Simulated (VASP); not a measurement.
# Ru (P6_3/mmc) in VASP: a series of runs, part 3 of 3

VASP 6.6.1. The steps go on from the part before.

## (4) Single point, PBE (12.66 Å³/atom)

Contents of INCAR:

```
SYSTEM = Ru
PREC = Accurate
ENCUT = 520
EDIFF = 1E-6
ISMEAR = 0
SIGMA = 0.15
LREAL = .False.
LASPH = .True.
NELM = 100
ALGO = Fast
ISIF = 2
LWAVE = .False.
LCHARG = .False.
GGA = PE
NBANDS = 21
```

Contents of KPOINTS:

```
regular mesh
0
Gamma
  21 21 12
  0 0 0
```

Contents of POSCAR:

```
Ru
1.0
    2.5404433788      0.0000000000      0.0000000000
   -1.2702216894      2.2000885029      0.0000000000
    0.0000000000      0.0000000000      4.5308807660
Ru
2
Direct
    0.3333333333      0.6666666667      0.2500000000
    0.6666666667      0.3333333333      0.7500000000
```

Potentials or basis: VASP PAW PBE potentials, release 64 (Ru_pv).

Run with:

```bash
> cat potpaw_PBE.64/Ru_pv/POTCAR > POTCAR
> mpirun -np 1 vasp_std > vasp.out
```

OUTCAR:

```text
SYSTEM = Ru
   PREC = Accurate
   ENCUT = 520
   EDIFF = 1E-6
   ISMEAR = 0
   LREAL = .False.
   LASPH = .True.
   NELM = 100
   ISIF = 2
   GGA = PE

 ion  position               nearest neighbor table
   1  0.333  0.667  0.250-   2 2.70   2 2.70   2 2.70   2 2.70   2 2.70   2 2.70
   2  0.667  0.333  0.750-   1 2.70   1 2.70   1 2.70   1 2.70   1 2.70   1 2.70

  LATTYP: Found a hexagonal cell.
 ALAT       =     2.5404433788
 C/A-ratio  =     1.7835000000

  Lattice vectors:

 A1 = (   2.5404433788,   0.0000000000,   0.0000000000)
 A2 = (  -1.2702216894,   2.2000885029,   0.0000000000)
 A3 = (   0.0000000000,   0.0000000000,   4.5308807660)

Analysis of symmetry for initial positions (statically):
=====================================================================
 Subroutine PRICEL returns:
 Original cell was already a primitive cell.

 Routine SETGRP: Setting up the symmetry group for a
 hexagonal supercell.

 Subroutine GETGRP returns: Found 24 space group operations
 (whereof 12 operations were pure point group operations)
 out of a pool of 24 trial point group operations.

The static configuration has the point symmetry D_3d.
 The point group associated with its full space group is D_6h.

Analysis of symmetry for dynamics (positions and initial velocities):
=====================================================================
 Subroutine PRICEL returns:
 Original cell was already a primitive cell.

 Routine SETGRP: Setting up the symmetry group for a
 hexagonal supercell.

 Subroutine GETGRP returns: Found 24 space group operations
 (whereof 12 operations were pure point group operations)
 out of a pool of 24 trial point group operations.

The dynamic configuration has the point symmetry D_3d.
 The point group associated with its full space group is D_6h.

 Subroutine INISYM returns: Found 24 space group operations
 (whereof 12 operations are pure point group operations),
 and found     1 'primitive' translations

----------------------------------------------------------------------------------------

                                     Primitive cell

  volume of cell :      25.3240

  direct lattice vectors                    reciprocal lattice vectors
     2.540443379  0.000000000  0.000000000     0.393632076  0.227263585  0.000000000
    -1.270221689  2.200088503  0.000000000     0.000000000  0.454527170  0.000000000
     0.000000000  0.000000000  4.530880766     0.000000000  0.000000000  0.220707640

  length of vectors
     2.540443379  2.540443379  4.530880766     0.454527170  0.454527170  0.220707640

  position of ions in fractional coordinates (direct lattice)
     0.333333333  0.666666667  0.250000000
     0.666666667  0.333333333  0.750000000

  ion indices of the primitive-cell ions
   primitive index   ion index
                 1           1
                 2           2

----------------------------------------------------------------------------------------

 KPOINTS: regular mesh

Automatic generation of k-mesh.
 Grid dimensions read from file:
 generate k-points for:   21   21   12

 Generating k-lattice:

  Cartesian coordinates                     Fractional coordinates (reciprocal lattice)
     0.018744385  0.010822075  0.000000000     0.047619048  0.000000000  0.000000000
     0.000000000  0.021644151  0.000000000     0.000000000  0.047619048  0.000000000
     0.000000000  0.000000000  0.018392303     0.000000000  0.000000000  0.083333333

  Length of vectors
     0.021644151  0.021644151  0.018392303

  Shift w.r.t. Gamma in fractional coordinates (k-lattice)
     0.000000000  0.000000000  0.000000000

 Subroutine IBZKPT returns following result:
 ===========================================

 Found    336 irreducible k-points:

 Following reciprocal coordinates:
            Coordinates               Weight
  0.000000  0.000000  0.000000      1.000000
  0.047619  0.000000  0.000000      6.000000
  0.095238  0.000000  0.000000      6.000000
  0.142857  0.000000  0.000000      6.000000
  0.190476  0.000000  0.000000      6.000000
  0.238095  0.000000  0.000000      6.000000
[... 16 lines left out ...]
  0.142857  0.095238  0.000000     12.000000
  0.190476  0.095238  0.000000     12.000000
 [... further k-points ...]
   k-points           NKPTS =    336   k-points in BZ     NKDIM =    336   number of bands    NBANDS=     21
   number of dos      NEDOS =    301   number of ions     NIONS =      2
   total plane-waves  NPLWV =  14400
   dimension x,y,z NGX =    20 NGY =   20 NGZ =   36
   dimension x,y,z NGXF=    40 NGYF=   40 NGZF=   72
   ions per type =               2
   NGX,Y,Z   is equivalent  to a cutoff of  13.09, 13.09, 13.21 a.u.
   NGXF,Y,Z  is equivalent  to a cutoff of  26.18, 26.18, 26.42 a.u.
 SYSTEM =  Ru
   PREC   = accura    normal or accurate (medium, high low for compatibility)
   ISTART =      0    job   : 0-new  1-cont  2-samecut
   ICHARG =      2    charge: 1-file 2-atom 10-const
   ISPIN  =      1    spin polarized calculation?
   LNONCOLLINEAR =      F non collinear calculations
   LSORBIT =      F    spin-orbit coupling
   LASPH  =      T    aspherical Exc in radial PAW
   ENCUT  =  520.0 eV  38.22 Ry    6.18 a.u.   4.72  4.72  8.42*2*pi/ulx,y,z
   NELM   =    100;   NELMIN=  2; NELMDL= -5     # of ELM steps
   EDIFF  = 0.1E-05   stopping-criterion for ELM
   LREAL  =      F    real-space projection
[... 7 lines left out ...]
   TEBEG  =    0.0;   TEEND  =   0.0 temperature during run
   PSTRESS=    0.0 pullay stress
   NELECT =      28.0000    total number of electrons
   NUPDOWN=      -1.0000    fix difference up-down
   EMIN   =  10.00;   EMAX   =-10.00  energy-range for DOS
   EFERMI =   0.00;   METHOD = LEGACY
   ISMEAR =     0;   SIGMA  =   0.15  broadening in eV -4-tet -1-fermi 0-gaus
   EFERMI_NEDOS =   21; number of points for ismear=-14 and -15
   IALGO  =     68    algorithm
   IMIX   =      4    mixing-type and parameters
     AMIX     =   0.40;   BMIX     =  1.00
     AMIX_MAG =   1.60;   BMIX_MAG =  1.00
  volume/ion in A,a.u.               =      12.66        85.45
  Fermi-wavevector in a.u.,A,eV,Ry     =   1.692843  3.199010 38.990463  2.865718
  Thomas-Fermi vector in A             =   2.774356
   LORBIT       =      0    0 simple, 1 ext, 2 COOP (PROOUT), +10 PAW based schemes
   GGA     = PE    functional components
   LHFCALC =     F    Hartree Fock is set to
   AEXX    =    0.0000 exact exchange contribution
   IVDW    =     0    specifies the selected vdW correction
   LEPSILON=     F    determine dielectric tensor
   LRPA    =     F    only Hartree local field effects (RPA)
 non-spin polarized calculation
 RMM-DIIS sequential band-by-band and
 Gauss-broadening in eV      SIGMA  =   0.15
  energy-cutoff  :      520.00
  volume of cell :       25.32
 maximum number of plane-waves:       695
 NGX is ok and might be reduce to    20
   NGX =  9   NGY =  9   NGZ = 17

 number of electron      28.0000001 magnetization

 Free energy of the ion-electron system (eV)
  ---------------------------------------------------
  ext. energy  EPLUGINS =         0.00000000
  ---------------------------------------------------
  free energy    TOTEN  =       -17.82185471 eV

  energy without entropy =      -17.80512950  energy(sigma->0) =      -17.81349211

 E-fermi :  14.1891     XC(G=0): -14.5475

 val. band max:       14.1820708616   @ k =   0.0952   0.0000   0.3333
 cond. band min:      14.1953838147   @ k =   0.0952   0.0000   0.3333
 fundamental gap:      0.0133129531
 Fermi energy:        14.1890585436

 k-point     1 :       0.0000    0.0000    0.0000
  band No.  band energies     occupation
      1     -29.5711      2.00000
      2     -28.4941      2.00000
      3     -28.3900      2.00000
      4     -28.3900      2.00000
      5     -28.2829      2.00000
      6     -28.2829      2.00000
[... 13 lines left out ...]
     20      24.5564      0.00000
     21      24.5588      0.00000

 k-point     2 :       0.0476    0.0000    0.0000
  band No.  band energies     occupation
      1     -29.5614      2.00000
      2     -28.4951      2.00000
      3     -28.4212      2.00000
      4     -28.3985      2.00000
      5     -28.3145      2.00000
      6     -28.2886      2.00000
[... 13 lines left out ...]
     20      24.5563      0.00000
     21      24.5587      0.00000
[... 487 lines left out ...]
      5     -28.5188      2.00000
      6     -28.4092      2.00000
[... 13 lines left out ...]
     20      24.5563      0.00000
     21      24.5581      0.00000

 k-point    24 :       0.1905    0.0952    0.0000
  band No.  band energies     occupation
      1     -29.3309      2.00000
      2     -29.0468      2.00000
      3     -28.9746      2.00000
      4     -28.5867      2.00000
      5     -28.5342      2.00000
      6     -28.4577      2.00000
[... 13 lines left out ...]
     20      24.5562      0.00000
     21      24.5579      0.00000

 [... further k-points ...]
[... 5 lines left out ...]
  --------------------------------------------------------------------------------------
  -------------------------------------------------------------------------------------
  Total        9.6762665      9.6762665     -1.6975358      0.0000000      0.0000000      0.0000000
  in kB      612.1898116    612.1898115   -107.3982516      0.0000000      0.0000000      0.0000000
  external PRESSURE =     372.3271238 kB  Pullay stress =       0.0000000 kB

 VOLUME and BASIS-vectors are now :
 -----------------------------------------------------------------------------
  energy-cutoff  :      520.00
  volume of cell :       25.32
      direct lattice vectors                 reciprocal lattice vectors
     2.540443379  0.000000000  0.000000000     0.393632076  0.227263585  0.000000000
    -1.270221689  2.200088503  0.000000000     0.000000000  0.454527170  0.000000000
     0.000000000  0.000000000  4.530880766     0.000000000  0.000000000  0.220707640

 POSITION                                       TOTAL-FORCE (eV/Angst)
 -----------------------------------------------------------------------------------
     -0.00000      1.46673      1.13272         0.000000      0.000000      0.000000
      1.27022      0.73336      3.39816        -0.000000     -0.000000      0.000000
 -----------------------------------------------------------------------------------
    total drift:                               -0.000000      0.000000     -0.000000

  FREE ENERGIE OF THE ION-ELECTRON SYSTEM (eV)
  ---------------------------------------------------
  free  energy   TOTEN  =       -17.8218547132 eV

  energy  without entropy=      -17.8051295049  energy(sigma->0) =      -17.81349211
```

OSZICAR:

```text
N       E                     dE             d eps       ncg     rms          rms(c)
DAV:   1     0.289564958480E+03    0.28956E+03   -0.17539E+04 14144   0.150E+03
DAV:   2    -0.132037783325E+02   -0.30277E+03   -0.29354E+03 14455   0.450E+02
DAV:   3    -0.189772666919E+02   -0.57735E+01   -0.57413E+01 16712   0.698E+01
DAV:   4    -0.190190675858E+02   -0.41801E-01   -0.41719E-01 17396   0.575E+00
DAV:   5    -0.190195406283E+02   -0.47304E-03   -0.47006E-03 15919   0.563E-01    0.215E+01
RMM:   6    -0.179270276724E+02    0.10925E+01   -0.22117E+00 14470   0.127E+01    0.712E+00
RMM:   7    -0.178290929105E+02    0.97935E-01   -0.38889E-01 15547   0.487E+00    0.140E+00
RMM:   8    -0.178216003405E+02    0.74926E-02   -0.29194E-02 15927   0.161E+00    0.157E-01
RMM:   9    -0.178218293731E+02   -0.22903E-03   -0.24901E-03 16099   0.460E-01    0.686E-02
RMM:  10    -0.178218686867E+02   -0.39314E-04   -0.43237E-04 16423   0.196E-01    0.254E-02
RMM:  11    -0.178218539274E+02    0.14759E-04   -0.12153E-04 16762   0.982E-02    0.505E-03
RMM:  12    -0.178218553378E+02   -0.14104E-05   -0.29672E-05 17242   0.427E-02    0.493E-03
RMM:  13    -0.178218547132E+02    0.62460E-06   -0.23493E-06 12176   0.108E-02
   1 F= -.17821855E+02 E0= -.17813492E+02  d E =-.167252E-01
```

Run time: 2.5 min. Hardware: 1 thread of Intel Xeon Platinum 8259CL at 2.50GHz (Skylake/Cascade Lake), shared host; peak memory 0.25 GiB.

What came out:

```
Free energy            : -17.8219 eV
Pressure               : 37.2 GPa
Band gap on the k mesh : zero (bands 14 and 15 overlap by 2.91 eV)
```

Stress tensor (GPa, compression positive):
```
 61.22   0.00   0.00
  0.00  61.22   0.00
  0.00   0.00 -10.74
```

Levels at points of the mesh, in eV from the Fermi level:
```tsv
k point	band 11	band 12	band 13	band 14	band 15	band 16	band 17	band 18
(0.00, 0.00, 0.00)	-2.82	-2.34	-2.34	-0.56	-0.56	0.02	1.37	1.37
(0.00, 0.00, 0.50)	-2.79	-2.79	-2.79	-2.79	0.68	0.68	0.68	0.68
```

Caveat: the stress differs along the axes, from -11 to 61 GPa.

## (5) The runs side by side

| cell | further INCAR settings | gap on the mesh (eV) | pressure (GPa) |
| --- | --- | --- | --- |
| a = 2.490, b = 2.490, c = 4.718 Å, angles 90.0, 90.0, 120.0°, 2 atoms | ALGO = Fast; EDIFF = 1e-06; NBANDS = 21 | none | 45.4 |
| a = 2.645, b = 2.645, c = 4.179 Å, angles 90.0, 90.0, 120.0°, 2 atoms | ALGO = Fast; EDIFF = 1e-07; NBANDS = 21 | none | 32.0 |
| a = 2.540, b = 2.540, c = 4.531 Å, angles 90.0, 90.0, 120.0°, 2 atoms | ALGO = Fast; EDIFF = 1e-06; NBANDS = 21 | none | 37.2 |

Alike in all rows: task single point; level PBE; potentials or basis VASP PAW PBE potentials, release 64 (Ru_pv); no spin polarisation; k mesh 21 × 21 × 12; cutoff (eV) 520; smearing gaussian 0.15 eV.

Caveats: the stress differs along the axes, from -20 to 78 GPa (at least some runs); the cell stands under pressure (at least some runs); the stress differs along the axes, from -11 to 61 GPa (at least some runs).

Total energies depend on the potentials used, so only differences within one code and one set of settings carry meaning.
